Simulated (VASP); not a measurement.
# Cd2HgTe3 (P3m1) in VASP: further runs, part 2 of 2

VASP 6.6.1.

## (3) Single point, PBE

This run uses another cell than the first one, of 36.38 Å³/atom.

Contents of INCAR:

```
  ALGO = Normal
  EDIFF = 1E-6
  ENCUT = 520
  GGA = PE
  ISIF = 2
  ISMEAR = 0
  LASPH = True
  LCHARG = False
  LREAL = False
  LWAVE = False
  NBANDS = 36
  NELM = 80
  PREC = Accurate
  SIGMA = 0.1
```

Contents of KPOINTS:

```
k-points
0
Gamma
  6 6 2
```

Contents of POSCAR:

```
Cd2HgTe3
1.0
    4.6890984305      0.0000000000      0.0000000000
   -2.3445492153      4.0608783617      0.0000000000
    0.0000000000      0.0000000000     11.4630877486
Cd Hg Te
2 1 3
Direct
    0.0000000000      0.0000000000      0.0006636341
    0.6666666667      0.3333333333      0.3332896917
    0.3333333333      0.6666666667      0.6666767206
    0.0000000000      0.0000000000      0.7508547829
    0.3333333333      0.6666666667      0.4155319987
    0.6666666667      0.3333333333      0.0829831720
```

Potentials or basis: VASP PAW PBE potentials, release 64 (Cd, Hg, Te).

Command:

```bash
> cat potpaw_PBE.64/Cd/POTCAR potpaw_PBE.64/Hg/POTCAR potpaw_PBE.64/Te/POTCAR > POTCAR
> mpirun -np 1 vasp_std > vasp.out
```

OUTCAR:

```text
EDIFF = 1E-6
   ENCUT = 520
   GGA = PE
   ISIF = 2
   ISMEAR = 0
   LASPH = True
   LREAL = False
   NELM = 80
   PREC = Accurate

 ion  position               nearest neighbor table
   1  0.000  0.000  0.001-   4 2.86   6 2.87   6 2.87   6 2.87
   2  0.667  0.333  0.333-   5 2.87   5 2.87   5 2.87   6 2.87
   3  0.333  0.667  0.667-   4 2.87   4 2.87   4 2.87   5 2.88
   4  0.000  0.000  0.751-   1 2.86   3 2.87   3 2.87   3 2.87
   5  0.333  0.667  0.416-   2 2.87   2 2.87   2 2.87   3 2.88
   6  0.667  0.333  0.083-   1 2.87   1 2.87   1 2.87   2 2.87

  LATTYP: Found a hexagonal cell.
 ALAT       =     4.6890984305
 C/A-ratio  =     2.4446251062

  Lattice vectors:

 A1 = (   4.6890984305,   0.0000000000,   0.0000000000)
 A2 = (  -2.3445492153,   4.0608783617,   0.0000000000)
 A3 = (   0.0000000000,   0.0000000000,  11.4630877486)

Analysis of symmetry for initial positions (statically):
=====================================================================
 Subroutine PRICEL returns:
 Original cell was already a primitive cell.

 Routine SETGRP: Setting up the symmetry group for a
 hexagonal supercell.

 Subroutine GETGRP returns: Found  6 space group operations
 (whereof  6 operations were pure point group operations)
 out of a pool of 24 trial point group operations.

The static configuration has the point symmetry C_3v.

Analysis of symmetry for dynamics (positions and initial velocities):
=====================================================================
 Subroutine PRICEL returns:
 Original cell was already a primitive cell.

 Routine SETGRP: Setting up the symmetry group for a
 hexagonal supercell.

 Subroutine GETGRP returns: Found  6 space group operations
[... 117 lines left out ...]
   IALGO  =     38    algorithm
   IMIX   =      4    mixing-type and parameters
     AMIX     =   0.40;   BMIX     =  1.00
     AMIX_MAG =   1.60;   BMIX_MAG =  1.00
  volume/ion in A,a.u.               =      36.38       245.50
  Fermi-wavevector in a.u.,A,eV,Ry     =   1.027706  1.942084 14.370210  1.056181
  Thomas-Fermi vector in A             =   2.161665
   LORBIT       =      0    0 simple, 1 ext, 2 COOP (PROOUT), +10 PAW based schemes
   GGA     = PE    functional components
   LHFCALC =     F    Hartree Fock is set to
   AEXX    =    0.0000 exact exchange contribution
   IVDW    =     0    specifies the selected vdW correction
   LEPSILON=     F    determine dielectric tensor
   LRPA    =     F    only Hartree local field effects (RPA)
 non-spin polarized calculation
 Gauss-broadening in eV      SIGMA  =   0.10
  energy-cutoff  :      520.00
  volume of cell :      218.28
 maximum number of plane-waves:      5894
 NGX is ok and might be reduce to    36
   NGX = 17   NGY = 17   NGZ = 43

 number of electron      53.9999993 magnetization

 Free energy of the ion-electron system (eV)
  ---------------------------------------------------
  ext. energy  EPLUGINS =         0.00000000
  ---------------------------------------------------
  free energy    TOTEN  =       -13.24794072 eV

  energy without entropy =      -13.24542859  energy(sigma->0) =      -13.24668466

 E-fermi :   2.0228     XC(G=0):  -8.3300

 val. band max:        1.9889572578   @ k =   0.0000   0.0000   0.0000
 cond. band min:       2.8768423607   @ k =   0.0000   0.0000   0.5000
 fundamental gap:      0.8878851029
 Fermi energy:         2.0228255091

 k-point     1 :       0.0000    0.0000    0.0000
  band No.  band energies     occupation
      1      -9.1072      2.00000
      2      -8.8105      2.00000
      3      -8.7492      2.00000
      4      -6.2403      2.00000
      5      -6.2403      2.00000
      6      -6.2114      2.00000
[... 535 lines left out ...]
     35       7.4788      0.00000
     36       7.5054      0.00000

------------------------ aborting loop because EDIFF is reached ----------------------------------------

  FORCE on cell =-STRESS in cart. coord.  units (eV):
  Direction    XX          YY          ZZ          XY          YZ          ZX
  --------------------------------------------------------------------------------------
  -------------------------------------------------------------------------------------
  Total        0.2186653      0.2186653      0.2138452     -0.0000000      0.0000000      0.0000000
  in kB        1.6050167      1.6050167      1.5696368     -0.0000000      0.0000000      0.0000000
  external PRESSURE =       1.5932234 kB  Pullay stress =       0.0000000 kB

 VOLUME and BASIS-vectors are now :
 -----------------------------------------------------------------------------
  energy-cutoff  :      520.00
  volume of cell :      218.28
      direct lattice vectors                 reciprocal lattice vectors
     4.689098430  0.000000000  0.000000000     0.213260612  0.123126072  0.000000000
    -2.344549215  4.060878362  0.000000000     0.000000000  0.246252143  0.000000000
     0.000000000  0.000000000 11.463087749     0.000000000  0.000000000  0.087236530

 POSITION                                       TOTAL-FORCE (eV/Angst)
 -----------------------------------------------------------------------------------
      0.00000      0.00000      0.00761        -0.000000      0.000000     -0.000398
      2.34455      1.35363      3.82053         0.000000     -0.000000     -0.000840
     -0.00000      2.70725      7.64217        -0.000000      0.000000      0.001060
      0.00000      0.00000      8.60711        -0.000000     -0.000000     -0.011332
     -0.00000      2.70725      4.76328         0.000000     -0.000000      0.007777
      2.34455      1.35363      0.95124         0.000000     -0.000000      0.003732
 -----------------------------------------------------------------------------------
    total drift:                                0.000001     -0.000000      0.000168

  FREE ENERGIE OF THE ION-ELECTRON SYSTEM (eV)
  ---------------------------------------------------
  free  energy   TOTEN  =       -13.2479407205 eV

  energy  without entropy=      -13.2454285939  energy(sigma->0) =      -13.24668466
```

OSZICAR:

```text
N       E                     dE             d eps       ncg     rms          rms(c)
DAV:   1     0.349088536878E+03    0.34909E+03   -0.23778E+04  1008   0.129E+03
DAV:   2     0.632182252917E+01   -0.34277E+03   -0.33296E+03  1096   0.304E+02
DAV:   3    -0.136147901514E+02   -0.19937E+02   -0.19816E+02  1200   0.724E+01
DAV:   4    -0.139157678993E+02   -0.30098E+00   -0.30061E+00  1244   0.776E+00
DAV:   5    -0.139193621054E+02   -0.35942E-02   -0.35940E-02  1220   0.936E-01    0.932E+00
DAV:   6    -0.132702349998E+02    0.64913E+00   -0.14367E+00  1072   0.991E+00    0.767E+00
DAV:   7    -0.132496717372E+02    0.20563E-01   -0.58317E-01  1100   0.317E+00    0.275E+00
DAV:   8    -0.132474755463E+02    0.21962E-02   -0.54181E-02  1088   0.190E+00    0.973E-01
DAV:   9    -0.132480514629E+02   -0.57592E-03   -0.60581E-03  1128   0.601E-01    0.299E-01
DAV:  10    -0.132478631034E+02    0.18836E-03   -0.12079E-03  1124   0.250E-01    0.987E-02
DAV:  11    -0.132479144173E+02   -0.51314E-04   -0.38666E-04  1108   0.111E-01    0.327E-02
DAV:  12    -0.132479251627E+02   -0.10745E-04   -0.28411E-05  1176   0.313E-02    0.203E-02
DAV:  13    -0.132479334791E+02   -0.83164E-05   -0.62735E-06  1080   0.156E-02    0.969E-03
DAV:  14    -0.132479404322E+02   -0.69532E-05   -0.96435E-06  1012   0.122E-02    0.232E-03
DAV:  15    -0.132479407205E+02   -0.28829E-06   -0.22767E-07   828   0.252E-03
   1 F= -.13247941E+02 E0= -.13246685E+02  d E =-.251213E-02
```

Wall time 2 min (1 thread of Intel Xeon Platinum 8488C (Sapphire Rapids), shared host); peak memory 0.39 GiB.

What came out:

* Free energy: -13.2479 eV
* Pressure: 0.2 GPa
* Largest force: 0.011 eV/Å
* Band gap on the k mesh: zero (filled and empty bands touch)

Forces in eV/Å, atoms in the order of the input:
```
Cd   0.000  0.000  0.000
Cd   0.000  0.000 -0.001
Hg   0.000  0.000  0.001
Te   0.000  0.000 -0.011
Te   0.000  0.000  0.008
Te   0.000  0.000  0.004
```

Caveat: semilocal functionals underestimate gaps, and a narrow one can read as zero; spin-orbit coupling is left out, which moves the levels of the heavy elements.

## (4) Relaxation of cell and atoms, PBE

Contents of INCAR:

```
SYSTEM = Cd2HgTe3
PREC = Accurate
ENCUT = 600
EDIFF = 1E-6
ISMEAR = 0
SIGMA = 0.1
LREAL = .FALSE.
LASPH = .TRUE.
NELM = 80
ALGO = Normal
ISIF = 3
LWAVE = .FALSE.
LCHARG = .FALSE.
GGA = PE
IBRION = 2
NSW = 90
EDIFFG = -0.04
```

Contents of KPOINTS:

```
regular mesh
0
G
  6 6 2
  0 0 0
```

Contents of POSCAR:

```
Cd2HgTe3
1.0
    4.3839746200      0.0000000000      0.0000000000
   -2.1919873100      3.7966333900      0.0000000000
    0.0000000000      0.0000000000     10.7385008600
Cd Hg Te
2 1 3
Direct
    0.0000000000      0.0000000000      0.0000000000
    0.6666666700      0.3333333300      0.3333333300
    0.3333333300      0.6666666700      0.6666666700
    0.0000000000      0.0000000000      0.7500000000
    0.3333333300      0.6666666700      0.4166666700
    0.6666666700      0.3333333300      0.0833333300
```

Potentials or basis: VASP PAW PBE potentials, release 64 (Cd, Hg, Te).

Command:

```bash
> cat potpaw_PBE.64/Cd/POTCAR potpaw_PBE.64/Hg/POTCAR potpaw_PBE.64/Te/POTCAR > POTCAR
> mpirun -np 1 vasp_std > vasp.out
```

OUTCAR:

```text
SYSTEM = Cd2HgTe3
   PREC = Accurate
   ENCUT = 600
   EDIFF = 1E-6
   ISMEAR = 0
   LREAL = .FALSE.
   LASPH = .TRUE.
   NELM = 80
   ISIF = 3
   GGA = PE
   IBRION = 2
   NSW = 90
   EDIFFG = -0.04

 ion  position               nearest neighbor table
   1  0.000  0.000  0.000-   6 2.68   4 2.68   6 2.68   6 2.68
   2  0.667  0.333  0.333-   6 2.68   5 2.68   5 2.68   5 2.68
   3  0.333  0.667  0.667-   4 2.68   5 2.68   4 2.68   4 2.68
   4  0.000  0.000  0.750-   3 2.68   1 2.68   3 2.68   3 2.68
   5  0.333  0.667  0.417-   3 2.68   2 2.68   2 2.68   2 2.68
   6  0.667  0.333  0.083-   1 2.68   2 2.68   1 2.68   1 2.68

  LATTYP: Found a hexagonal cell.
 ALAT       =     4.3839746200
 C/A-ratio  =     2.4494897418

  Lattice vectors:

 A1 = (   4.3839746200,   0.0000000000,   0.0000000000)
 A2 = (  -2.1919873100,   3.7966333900,   0.0000000000)
 A3 = (   0.0000000000,   0.0000000000,  10.7385008600)

Analysis of symmetry for initial positions (statically):
=====================================================================
 Subroutine PRICEL returns:
 Original cell was already a primitive cell.

 Routine SETGRP: Setting up the symmetry group for a
 hexagonal supercell.

 Subroutine GETGRP returns: Found  6 space group operations
 (whereof  6 operations were pure point group operations)
 out of a pool of 24 trial point group operations.

The static configuration has the point symmetry C_3v.

Analysis of symmetry for dynamics (positions and initial velocities):
=====================================================================
 Subroutine PRICEL returns:
 Original cell was already a primitive cell.

 Routine SETGRP: Setting up the symmetry group for a
 hexagonal supercell.

 Subroutine GETGRP returns: Found  6 space group operations
 (whereof  6 operations were pure point group operations)
 out of a pool of 24 trial point group operations.

The dynamic configuration has the point symmetry C_3v.

[... 103 lines left out ...]
   POTIM  = 0.5000    time-step for ionic-motion
   TEBEG  =    0.0;   TEEND  =   0.0 temperature during run
   PSTRESS=    0.0 pullay stress
   NELECT =      54.0000    total number of electrons
   NUPDOWN=      -1.0000    fix difference up-down
   EMIN   =  10.00;   EMAX   =-10.00  energy-range for DOS
   EFERMI =   0.00;   METHOD = LEGACY
   ISMEAR =     0;   SIGMA  =   0.10  broadening in eV -4-tet -1-fermi 0-gaus
   EFERMI_NEDOS =   21; number of points for ismear=-14 and -15
   IALGO  =     38    algorithm
   IMIX   =      4    mixing-type and parameters
     AMIX     =   0.40;   BMIX     =  1.00
     AMIX_MAG =   1.60;   BMIX_MAG =  1.00
  volume/ion in A,a.u.               =      29.79       201.03
  Fermi-wavevector in a.u.,A,eV,Ry     =   1.098507  2.075876 16.418375  1.206717
  Thomas-Fermi vector in A             =   2.234885
   LORBIT       =      0    0 simple, 1 ext, 2 COOP (PROOUT), +10 PAW based schemes
   GGA     = PE    functional components
   LHFCALC =     F    Hartree Fock is set to
   AEXX    =    0.0000 exact exchange contribution
   IVDW    =     0    specifies the selected vdW correction
   LEPSILON=     F    determine dielectric tensor
   LRPA    =     F    only Hartree local field effects (RPA)
 conjugate gradient relaxation of ions
 non-spin polarized calculation
 Gauss-broadening in eV      SIGMA  =   0.10
  energy-cutoff  :      600.00
  volume of cell :      178.74
 maximum number of plane-waves:      6015
 NGX is ok and might be reduce to    36
   NGX = 17   NGY = 17   NGZ = 43

--------------------------------------- Ionic step        1  -------------------------------------------

 number of electron      54.0000010 magnetization

 Free energy of the ion-electron system (eV)
  ---------------------------------------------------
  ext. energy  EPLUGINS =         0.00000000
  ---------------------------------------------------
  free energy    TOTEN  =       -12.03930386 eV

  energy without entropy =      -12.03929046  energy(sigma->0) =      -12.03929716

------------------------ aborting loop because EDIFF is reached ----------------------------------------

  FORCE on cell =-STRESS in cart. coord.  units (eV):
  Direction    XX          YY          ZZ          XY          YZ          ZX
  --------------------------------------------------------------------------------------
  -------------------------------------------------------------------------------------
  Total       13.0298897     13.0298897     12.9283494      0.0000000      0.0000000      0.0000000
  in kB      116.7994965    116.7994965    115.8892929      0.0000000      0.0000000      0.0000000
  external PRESSURE =     116.4960953 kB  Pullay stress =       0.0000000 kB
[... 67 lines left out ...]
--------------------------------------- Ionic step        3  -------------------------------------------

 number of electron      53.9999992 magnetization

 Free energy of the ion-electron system (eV)
  ---------------------------------------------------
  ext. energy  EPLUGINS =         0.00000000
  ---------------------------------------------------
  free energy    TOTEN  =       -13.24109533 eV

  energy without entropy =      -13.23860449  energy(sigma->0) =      -13.23984991

 E-fermi :   2.0078     XC(G=0):  -8.3227

 val. band max:        1.9763273075   @ k =   0.0000   0.0000   0.0000
 cond. band min:       2.8561992849   @ k =   0.0000   0.0000   0.5000
 fundamental gap:      0.8798719774
 Fermi energy:         2.0078195951

 k-point     1 :       0.0000    0.0000    0.0000
  band No.  band energies     occupation
      1      -9.1193      2.00000
      2      -8.8150      2.00000
      3      -8.7503      2.00000
      4      -6.2423      2.00000
      5      -6.2423      2.00000
      6      -6.2152      2.00000
[... 512 lines left out ...]
  FREE ENERGIE OF THE ION-ELECTRON SYSTEM (eV)
  ---------------------------------------------------
  free  energy   TOTEN  =       -13.2410953279 eV

  energy  without entropy=      -13.2386044913  energy(sigma->0) =      -13.23984991

 reached required accuracy - stopping structural energy minimisation
```

It took 5.2 min on 1 thread of Intel Xeon Platinum 8488C (Sapphire Rapids), shared host; peak memory 0.41 GiB.

Results:

- Free energy: -13.2411 eV
- Relaxed volume: 36.44 Å³/atom
- Relaxed cell: a = 4.689 Å, b = 4.689 Å, c = 11.480 Å, α = 90.00°, β = 90.00°, γ = 120.00°
- Space group after relaxing (to 0.1 Å): P3m1 (No. 156)
- Energy gained by relaxing: 200.3 meV/atom
- Ionic steps: 3
- Pressure after relaxing: 0.1 GPa
- Largest force after relaxing: 0.021 eV/Å
- Band gap on the k mesh: zero (filled and empty bands touch)

Forces on the atoms (eV/Å):
```
Cd   0.000  0.000  0.019
Cd   0.000  0.000  0.002
Hg   0.000  0.000  0.002
Te   0.000  0.000  0.009
Te   0.000  0.000 -0.021
Te   0.000  0.000 -0.011
```

The path:
```tsv
step	energy change (eV)	largest force (eV/Å)	pressure (GPa)	volume (Å³)
1	0.0000	0.1549	11.65	178.74
2	-1.0124	0.0196	-2.57	240.82
3	-1.2018	0.0211	0.11	218.62
```

Final structure:
```cif
data_structure
_symmetry_space_group_name_H-M 'P 1'
_symmetry_Int_Tables_number 1
_cell_length_a 4.6892
_cell_length_b 4.6892
_cell_length_c 11.4804
_cell_angle_alpha 90.000
_cell_angle_beta 90.000
_cell_angle_gamma 120.000
_cell_volume 218.62
loop_
_atom_site_label
_atom_site_type_symbol
_atom_site_fract_x
_atom_site_fract_y
_atom_site_fract_z
_atom_site_occupancy
Cd1 Cd 0.00000 0.00000 0.99998 1
Cd2 Cd 0.66667 0.33333 0.33340 1
Hg1 Hg 0.33333 0.66667 0.66669 1
Te1 Te 0.00000 0.00000 0.75047 1
Te2 Te 0.33333 0.66667 0.41618 1
Te3 Te 0.66667 0.33333 0.08328 1
```

Levels at points of the mesh, in eV from the Fermi level:
```tsv
k point	band 25	band 26	band 27	band 28	band 29	band 30
(0.00, 0.00, 0.00)	-0.09	-0.06	-0.03	-0.03	1.31	1.64
(0.50, 0.00, 0.00)	-1.55	-1.15	-1.03	1.93	2.48	2.51
(0.00, 0.00, 0.50)	-0.39	-0.15	-0.15	0.85	1.51	1.55
(0.50, 0.00, 0.50)	-1.57	-0.80	-0.79	1.26	2.53	2.67
```

Caveat: the volume moved by over 15 % at a fixed basis, so the end points are rough; semilocal functionals underestimate gaps, and a narrow one can read as zero; spin-orbit coupling is left out, which moves the levels of the heavy elements.

## (5) Single point, PBE

This run uses another cell than the first one, of 36.43 Å³/atom.

Contents of INCAR:

```
SYSTEM = Cd2HgTe3
  PREC = Accurate
  ENCUT = 520
  EDIFF = 1E-7
  ISMEAR = 0
  SIGMA = 0.1
  LREAL = .FALSE.
  LASPH = .TRUE.
  NELM = 100
  ALGO = Normal
  ISIF = 2
  LWAVE = .FALSE.
  LCHARG = .FALSE.
  GGA = PE
  NBANDS = 36
```

Contents of KPOINTS:

```
Automatic mesh
0
G
  12 12 4
  0 0 0
```

Contents of POSCAR:

```
Cd2HgTe3
1.0
    4.6899815291      0.0000000000      0.0000000000
   -2.3449907646      4.0616431475      0.0000000000
    0.0000000000      0.0000000000     11.4734978480
Cd Hg Te
2 1 3
Direct
    0.0000000000      0.0000000000      0.0005619741
    0.6666666667      0.3333333333      0.3333646569
    0.3333333333      0.6666666667      0.6666611044
    0.0000000000      0.0000000000      0.7506825436
    0.3333333333      0.6666666667      0.4156450132
    0.6666666667      0.3333333333      0.0830847078
```

Command:

```bash
> cat potpaw_PBE.64/Cd/POTCAR potpaw_PBE.64/Hg/POTCAR potpaw_PBE.64/Te/POTCAR > POTCAR
> mpirun -np 1 vasp_std > vasp.out
```

Wall time 9.8 min (1 thread of Intel Xeon Platinum 8488C (Sapphire Rapids), shared host); peak memory 0.68 GiB.

It converged, with:

- Free energy: -13.2643 eV
- Pressure: 0.1 GPa
- Largest force: 0.003 eV/Å
- Band gap on the k mesh: zero (filled and empty bands touch)

Forces in eV/Å, atoms in the order of the input:
```
Cd   0.000  0.000  0.000
Cd   0.000  0.000  0.000
Hg   0.000  0.000  0.000
Te   0.000  0.000 -0.003
Te   0.000  0.000  0.003
Te   0.000  0.000 -0.001
```

Levels at points of the mesh, in eV from the Fermi level:
```csv
k point,band 24,band 25,band 26,band 27,band 28,band 29,band 30,band 31
"(0.00, 0.00, 0.00)",-0.64,-0.13,-0.09,-0.07,-0.07,1.27,1.59,4.43
"(0.50, 0.00, 0.00)",-1.74,-1.58,-1.20,-1.07,1.89,2.44,2.47,2.63
"(0.00, 0.00, 0.50)",-0.43,-0.43,-0.19,-0.19,0.81,1.46,1.50,4.43
"(0.50, 0.00, 0.50)",-1.68,-1.61,-0.84,-0.83,1.22,2.49,2.62,3.48
```

Caveat: semilocal functionals underestimate gaps, and a narrow one can read as zero; spin-orbit coupling is left out, which moves the levels of the heavy elements.

## (6) Summary

```csv
task,cell,k mesh,cutoff (eV),gap on the mesh (eV),pressure (GPa),largest force (eV/Å)
single point,"a = 4.384, b = 4.384, c = 10.739 Å, angles 90.0, 90.0, 120.0°, 6 atoms, atomic positions A",6 × 6 × 2,520,0.45,11.7,0.16
single point,"a = 4.689, b = 4.689, c = 11.463 Å, angles 90.0, 90.0, 120.0°, 6 atoms, atomic positions B",6 × 6 × 2,520,none,0.2,0.01
relaxation of cell and atoms,"relaxed from a = 4.384, b = 4.384, c = 10.739 Å, angles 90.0, 90.0, 120.0°, 6 atoms, atomic positions A",6 × 6 × 2,600,none,0.1,0.02
single point,"a = 4.690, b = 4.690, c = 11.473 Å, angles 90.0, 90.0, 120.0°, 6 atoms, atomic positions C",12 × 12 × 4,520,none,0.1,-
```

Alike in all rows: level PBE; potentials or basis VASP PAW PBE potentials, release 64 (Cd, Hg, Te); no spin polarisation; smearing gaussian 0.1 eV.

Caveats: spin-orbit coupling is left out, which moves the levels of the heavy elements; semilocal functionals underestimate gaps, and a narrow one can read as zero (at least some runs); the cell stands under pressure (at least some runs); the volume moved by over 15 % at a fixed basis, so the end points are rough (at least some runs).

Absolute energies hang on the potentials; compare differences alone.

The gap in the log of VASP goes by the Fermi energy; the results here count the filled bands.